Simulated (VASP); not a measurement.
InP: single point with PBEsol

Crystal: InP.

```xyz
2
Lattice="0.0000 2.8766 2.8766 2.8766 0.0000 2.8766 2.8766 2.8766 0.0000" Properties=species:S:1:pos:R:3 pbc="T T T"
In    0.0000    0.0000    0.0000
P     4.3149    4.3149    4.3149
```

```
Program                : VASP 6.6.1
Task                   : single point
Functional             : PBEsol
Potentials or basis    : VASP PAW PBE potentials, release 64 (In_d, P)
Cutoff                 : 520 eV
k mesh                 : 8 × 8 × 8
Occupations            : fermi-dirac, width 0.05 eV
Spin                   : no spin polarisation
Dipole correction      : no
Further INCAR settings : ALGO = Normal; EDIFF = 1e-06; NBANDS = 16
```

| Item | Value |
| --- | --- |
| Pressure | 5.0 GPa |
| Band gap on the k mesh | 0.91 eV, direct |

Levels at points of the mesh, in eV from the valence-band top:
```
           k point  band 5  band 6  band 7  band 8  band 9  band 10  band 11  band 12  band 13  band 14
(0.00, 0.00, 0.00)  -14.10  -11.95    0.00    0.00    0.00     0.91     4.01     4.01     4.01     8.62
(0.50, 0.00, 0.00)  -14.08  -10.00   -6.11   -1.07   -1.07     1.53     4.73     4.73     7.04     9.59
(0.50, 0.50, 0.00)  -14.05   -9.28   -6.07   -2.55   -2.55     1.53     2.15     9.45     9.90     9.90
```

It took 26 s on 1 thread of AMD EPYC 7R43 64-Core Processor (Zen 3), with other jobs on the host, peak memory 0.13 GiB.

Caveat: the PAW data sets were made with another functional, which shifts forces and pressure a little; spin-orbit coupling is left out, which moves the levels of the heavy elements.
